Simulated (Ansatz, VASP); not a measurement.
TaN in VASP and in Ansatz

Contents of INCAR:

```
ALGO = Normal ; EDIFF = 1E-6
ENCUT = 600 ; GGA = CA
GGA_COMPAT = False ; ISIF = 2
ISMEAR = 0 ; LASPH = True
LCHARG = False ; LREAL = False
LWAVE = False ; NBANDS = 16
NELM = 120 ; PREC = Accurate
SIGMA = 0.15
```

KPOINTS

```
k-points
0
Gamma
  18 18 18
```

POSCAR

```
TaN
1.0
    0.0000000000      2.1918784864      2.1918784864
    2.1918784864      0.0000000000      2.1918784864
    2.1918784864      2.1918784864      0.0000000000
Ta N
1 1
Direct
    0.4956556505      0.5043443495      0.5043443495
    0.0561219980     -0.0561219980     -0.0561219980
```

Input for Ansatz:

```yaml
crystal:
  lattice:
    - [0.0, 2.1918784864, 2.1918784864]
    - [2.1918784864, 0.0, 2.1918784864]
    - [2.1918784864, 2.1918784864, 0.0]
  atoms:
    - { symbol: Ta, position: [0.4956556505, 0.5043443495, 0.5043443495] }
    - { symbol: "N", position: [0.056121998, -0.056121998, -0.056121998] }
basis:
  ecutwfc: 520.0
kpoints:
  mp_grid: { grid: [18, 18, 18] }
hamiltonian:
  xc: lda
  pseudopotentials: { kind: paw, azcp: { folder: soft_1 } }
scf:
  occupations: { method: gaussian, width: 0.15 }
output:
  forces: true
  stress: true
  eigenvalues: true
```

Change from the starting cell: mode 4 frozen in at -0.244 Å, equal normal strain along x, y and z +0.0083.

Alike in both runs: task single point; functional LDA; k mesh 18 × 18 × 18; occupations gaussian, width 0.15 eV; no spin polarisation.

```csv
,VASP,Ansatz
version,VASP 6.6.1,Ansatz 0.2.0
potentials or method,"VASP PAW LDA potentials, release 64 (Ta_sv_GW, N), cutoff 600 eV","scalar-relativistic, plane waves, PAW"
valence electrons in the cell,18,18
```

Ansatz gave:

- gap on the k mesh at the Fermi level (eV): none
- pressure (GPa): 3.8
- traceless stress, the component that is largest in VASP (GPa): 23.49
- rms of the force components (eV/Å): 1.763

**Question.** Which values does VASP return?

**Answer.** gap on the k mesh at the Fermi level (eV): none; pressure (GPa): 5.2; traceless stress, the component that is largest in VASP (GPa): 23.86; rms of the force components (eV/Å): 1.797.

Ansatz warns that its potentials were made for another functional, while VASP's fit it. LDA's correlation is that of Perdew and Zunger in VASP and of Perdew and Wang (1992) in Ansatz. Atom by atom the forces differ by 0.034 eV/Å (rms over components). A gap of «none» marks a metal or a gap that the smearing closes.

Neither program's run includes spin-orbit coupling.
